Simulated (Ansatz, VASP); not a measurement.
CaAuC4N4: VASP beside Ansatz

The input INCAR:

```
SYSTEM = CaAuC4N4
  PREC = Accurate
  ENCUT = 520
  EDIFF = 1E-6
  ISMEAR = 0
  SIGMA = 0.1
  LREAL = .False.
  LASPH = .True.
  NELM = 150
  ALGO = Normal
  ISIF = 2
  LWAVE = .False.
  LCHARG = .False.
  ISPIN = 2
  MAGMOM = 0 0 0 0 0 1 0 0 0 0
  LORBIT = 11
  LMAXMIX = 4
  GGA = PE
  NBANDS = 44
```

KPOINTS

```
Automatic mesh
0
Gamma
  4 4 4
  0 0 0
```

The input POSCAR:

```
CaAuC4N4
1.0
    6.4763608739      0.0000000000      0.0000000000
    0.0000000000      6.4763608739      0.0000000000
    0.0000000000      0.0000000000      6.4763608739
Ca C Au N
1 4 1 4
Direct
    0.5000000000      0.5000000000      0.5000000000
    0.1862961400      0.1862961400      0.1862961400
    0.1862961400      0.8137038600      0.8137038600
    0.8137038600      0.1862961400      0.8137038600
    0.8137038600      0.8137038600      0.1862961400
    0.0000000000      0.0000000000      0.0000000000
    0.2906272953      0.2906272953      0.2906272953
    0.2906272953      0.7093727047      0.7093727047
    0.7093727047      0.2906272953      0.7093727047
    0.7093727047      0.7093727047      0.2906272953
```

Input for Ansatz:

```yaml
crystal:
  lattice:
    - [6.4763608739, 0.0, 0.0]
    - [0.0, 6.4763608739, 0.0]
    - [0.0, 0.0, 6.4763608739]
  atoms:
    - { symbol: Ca, position: [0.5, 0.5, 0.5] }
    - { symbol: C, position: [0.18629614, 0.18629614, 0.18629614] }
    - { symbol: C, position: [0.18629614, 0.81370386, 0.81370386] }
    - { symbol: C, position: [0.81370386, 0.18629614, 0.81370386] }
    - { symbol: C, position: [0.81370386, 0.81370386, 0.18629614] }
    - { symbol: Au, position: [0.0, 0.0, 0.0], spin: 1.0 }
    - { symbol: "N", position: [0.2906272953, 0.2906272953, 0.2906272953] }
    - { symbol: "N", position: [0.2906272953, 0.7093727047, 0.7093727047] }
    - { symbol: "N", position: [0.7093727047, 0.2906272953, 0.7093727047] }
    - { symbol: "N", position: [0.7093727047, 0.7093727047, 0.2906272953] }
basis:
  ecutwfc: 420
kpoints:
  mp_grid: { grid: [4, 4, 4] }
hamiltonian:
  xc: pbe
scf:
  occupations: { method: gaussian, width: 0.1 }
  lower_state_search: "off"
output:
  forces: true
  stress: true
  eigenvalues: true
  populations: true
magnetization:
  spin_polarized: true
```

Alike in both runs: task single point; functional PBE; k mesh 4 × 4 × 4; occupations gaussian, width 0.1 eV; collinear spin.

|  | VASP | Ansatz |
| --- | --- | --- |
| version | VASP 6.6.1 | Ansatz 0.2.0 |
| potentials or method | VASP PAW PBE potentials, release 64 (Ca_sv, C, Au, N), cutoff 520 eV | scalar-relativistic, plane waves, PAW |
| valence electrons in the cell | 57 | 65 |

Ansatz gave:

* gap on the k mesh at the Fermi level (eV): none
* pressure (GPa): 0.0
* rms of the force components (eV/Å): 0.028
* net moment per atom (μB): 0.10
* size of the moment on the site where the two differ most (μB): 0.31

Problem. Estimate VASP's values.

Solution. gap on the k mesh at the Fermi level (eV): none; pressure (GPa): 0.3; rms of the force components (eV/Å): 0.170; net moment per atom (μB): 0.10; size of the moment on the site where the two differ most (μB): 0.42.

Site moments also hang on the region over which each program counts them. Atom by atom the forces differ by 0.198 eV/Å (rms over components). A gap of «none» marks a metal or a gap that the smearing closes. One of these differences is far larger than is usual between the two programs; its cause wasn't traced. VASP's potentials hold 57 valence electrons a cell and Ansatz's 65, so a difference there can come from the potentials and not from the codes.

Spin-orbit coupling is off throughout. Noted on VASP's run: the standard files for N, O and F lose accuracy on very short bonds.
